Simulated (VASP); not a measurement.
## P5C: single point with PBE

Crystal: P5C.

```
CELL_PARAMETERS angstrom
4.30578 0.00000 0.00000
-2.15289 3.72891 0.00000
0.00000 0.00000 4.80320
ATOMIC_POSITIONS crystal
P 0.66667 0.33333 0.73824
P 0.00000 0.00000 0.00000
P 0.66667 0.33333 0.26176
P 0.33333 0.66667 0.26176
P 0.33333 0.66667 0.73824
C 0.00000 0.00000 0.50000
```

```
Program                : VASP 6.6.1
Task                   : single point
Functional             : PBE
Potentials or basis    : VASP PAW PBE potentials, release 64 (P, C)
Cutoff                 : 520 eV
k mesh                 : 12 × 12 × 8
Occupations            : gaussian, width 0.1 eV
Spin                   : no spin polarisation
Dipole correction      : no
Further INCAR settings : ALGO = Normal; EDIFF = 1e-06; NBANDS = 24
```

| Quantity | Value |
| --- | --- |
| Pressure | -0.2 GPa |
| Largest force | 0.019 eV/Å |

Forces on the atoms (eV/Å):
```
P    0.000  0.000 -0.019
P    0.000  0.000  0.000
P    0.000  0.000  0.019
P    0.000  0.000  0.019
P    0.000  0.000 -0.019
C    0.000  0.000  0.000
```

Stress tensor (GPa, compression positive):
```
-0.21  0.00  0.00
 0.00 -0.21  0.00
 0.00  0.00 -0.29
```

Levels at points of the mesh, in eV from the Fermi level:
```tsv
k point	band 12	band 13	band 14	band 15	band 16	band 17
(0.00, 0.00, 0.00)	-3.16	-2.69	-2.33	-2.33	-0.36	-0.36
(0.50, 0.00, 0.00)	-1.48	-1.16	-0.64	0.62	1.61	2.45
(0.00, 0.00, 0.50)	-4.10	-3.66	-3.66	-3.59	-2.85	2.51
(0.50, 0.00, 0.50)	-0.97	0.28	0.62	0.95	0.99	1.02
```

Run time: 98 s on 1 thread of Intel(R) Xeon(R) Platinum 8488C (Sapphire Rapids), with other jobs on the host, peak memory 0.27 GiB.
